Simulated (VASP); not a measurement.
Crystal: Pb.

```
Pb
1.0
    -1.97966    1.97966    1.97966
     1.97966   -1.97966    1.97966
     1.97966    1.97966   -1.97966
Pb
1
Direct
  0.00000 0.00000 0.00000
```

This isn't the form of Pb at room conditions, which is fcc.

| Quantity | Value |
| --- | --- |
| Program | VASP 6.6.1 |
| Task | relaxation of cell and atoms |
| Functional | LDA |
| Potentials or basis | VASP PAW LDA potentials, release 64 (Pb_d) |
| Cutoff | 600 eV |
| k mesh | 9 × 9 × 9 |
| Occupations | fermi-dirac, width 0.05 eV |
| Spin | no spin polarisation |

At the start: pressure -3.3 GPa; volume 31.03 Å³/atom.

Where does the relaxation end?

Over 3 steps the energy falls by 25.2 meV/atom and the volume is 28.77 Å³/atom (-7.3 %); space group Im-3m (No. 229, to 0.1 Å) before and after.

The path:
| step | energy change (eV) | largest force (eV/Å) | pressure (GPa) | volume (Å³) |
| --- | --- | --- | --- | --- |
| 1 | 0.0000 | 0.0000 | -3.32 | 31.03 |
| 2 | -0.0234 | 0.0000 | 1.05 | 28.23 |
| 3 | -0.0252 | 0.0000 | 0.01 | 28.77 |

Final structure:
```
Pb
1.0
    -1.93037    1.93037    1.93037
     1.93037   -1.93037    1.93037
     1.93037    1.93037   -1.93037
Pb
1
Direct
  0.00000 0.00000 0.00000
```
